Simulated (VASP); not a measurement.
A run of VASP 6.6.1 is set up as follows.

Contents of INCAR:

```
SYSTEM = InPd
PREC     = Accurate       ! precision mode
ENCUT    = 520            ! plane-wave cutoff, eV
EDIFF    = 1E-6           ! SCF threshold, eV
ISMEAR   = 0              ! smearing method
SIGMA    = 0.15           ! smearing width, eV
LREAL    = .FALSE.        ! projectors in reciprocal space
LASPH    = .TRUE.         ! aspherical terms in the spheres
NELM     = 60             ! most SCF steps
ALGO     = Fast           ! electronic algorithm
ISIF     = 2              ! what is computed and relaxed
LWAVE    = .FALSE.        ! write WAVECAR
LCHARG   = .FALSE.        ! write CHGCAR
GGA      = PS             ! functional
NBANDS   = 18             ! bands
```

File KPOINTS:

```
regular mesh
0
G
  14 14 14
  0 0 0
```

POSCAR

```
InPd
1.0
    3.3602606235      0.0000000000      0.0000000000
    0.0000000000      3.3602606235      0.0000000000
    0.0000000000      0.0000000000      3.0193646182
In Pd
1 1
Direct
   -0.0149022267      0.0000000000      0.0000000000
    0.5160782172      0.5000000000      0.5000000000
```

Potentials or basis: VASP PAW PBE potentials, release 64 (In_d, Pd).

Launch:

```sh
$ cat potpaw_PBE.64/In_d/POTCAR potpaw_PBE.64/Pd/POTCAR > POTCAR
$ mpirun -np 1 vasp_std > vasp.out
```

**Question.** Predict the band gap on the k mesh.

**Answer.** Zero (an odd number of electrons rules out a gap without spin polarisation).

**Question.** Predict the largest force.

**Answer.** 0.485 eV/Å.

**Question.** Predict the pressure.

**Answer.** 1.7 GPa.

Stress tensor (GPa, compression positive):
```
-0.15  0.00  0.00
 0.00  0.36  0.00
 0.00  0.00  4.92
```

Caveat: the cell differs from its parent crystal (atoms displaced along a vibrational mode, the cell strained); the PAW data sets were made with another functional, which shifts forces and pressure a little; spin-orbit coupling is left out, which moves the levels of the heavy elements.
